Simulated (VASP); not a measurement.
Write the native input for VASP 6.6.1 that does the following.

```yaml
Task: single point
Functional: PBE
Potentials_or_basis: VASP PAW PBE potentials, release 64 (Tl_d)
Cutoff: 520 eV
k_mesh: 13 × 13 × 13
Occupations: fermi-dirac, width 0.1 eV
Spin: no spin polarisation
Dipole_correction: no
Further_INCAR_settings: ALGO = Normal; EDIFF = 1e-07; NBANDS = 20
```

The structure of Tl lies in POSCAR:

```
Tl
1.0
    0.0000000000      3.5178122041      3.5178122041
    3.5178122041      0.0000000000      3.5178122041
    3.5178122041      3.5178122041      0.0000000000
Tl
2
Direct
    0.1250000000      0.1250000000      0.1250000000
    0.8750000000      0.8750000000      0.8750000000
```

This cell differs from its parent crystal: volume scaled by 0.96.

These files were run (other wordings do the same):

INCAR

```
ALGO = Normal
EDIFF = 1E-7
ENCUT = 520
GGA = PE
ISIF = 2
ISMEAR = -1
LASPH = True
LCHARG = False
LREAL = False
LWAVE = False
NBANDS = 20
NELM = 60
PREC = Accurate
SIGMA = 0.1
```

KPOINTS

```
k-points
0
Gamma
  13 13 13
```

Potentials or basis: VASP PAW PBE potentials, release 64 (Tl_d).

The run is started by

```console
$ cat potpaw_PBE.64/Tl_d/POTCAR > POTCAR
$ mpirun -np 1 vasp_std > vasp.out
```

Results of the run:

```
Pressure               : 0.5 GPa
Band gap on the k mesh : zero (band 13 reaches 5.18 eV, above the bottom of band 14 at 2.27 eV)
```

Caveat: spin-orbit coupling is left out, which moves the levels of the heavy elements.

Wall time 110 s on 1 thread of Intel(R) Xeon(R) Platinum 8488C (Sapphire Rapids) (shared host), peak memory 0.3 GiB.
